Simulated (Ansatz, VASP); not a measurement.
# InSe: VASP beside Ansatz

```
In Se
1.0
     2.02194    1.16737    8.68194
    -2.02194    1.16737    8.68194
     0.00000   -2.33473    8.68194
In Se
2 2
Direct
  0.00195 0.00195 0.00195
  0.10938 0.10938 0.10938
  0.62033 0.62033 0.62033
  0.82434 0.82434 0.82434
```

Alike in both runs: functional r2SCAN; k mesh 9 × 9 × 9; occupations gaussian, width 0.02 eV; no spin polarisation.

Ansatz relaxed the structure, and its values are those at the end. VASP's run is a single point on that final structure, the one shown.

```csv
,VASP,Ansatz
version,VASP 6.6.1,Ansatz 0.2.0
potentials or method,"VASP PAW PBE potentials, release 64 (In_d, Se), cutoff 520 eV","scalar-relativistic, plane waves, PAW"
valence electrons in the cell,38,58
```

Ansatz gave:

```
gap on the k mesh at the Fermi level (eV) : 1.03
least direct gap on the mesh (eV)         : 1.03
pressure (GPa)                            : 0.0
rms of the force components (eV/Å)        : 0.002
```

Which values does VASP return?

gap on the k mesh at the Fermi level (eV): 1.02; least direct gap on the mesh (eV): 1.02; pressure (GPa): 0.0; rms of the force components (eV/Å): 0.010.

VASP's potentials were made for PBE, not for r2SCAN. With one functional, cell and mesh, what is left measures potentials, basis and numerics. VASP's potentials hold 38 valence electrons a cell and Ansatz's 58, so a difference there can come from the potentials and not from the codes.
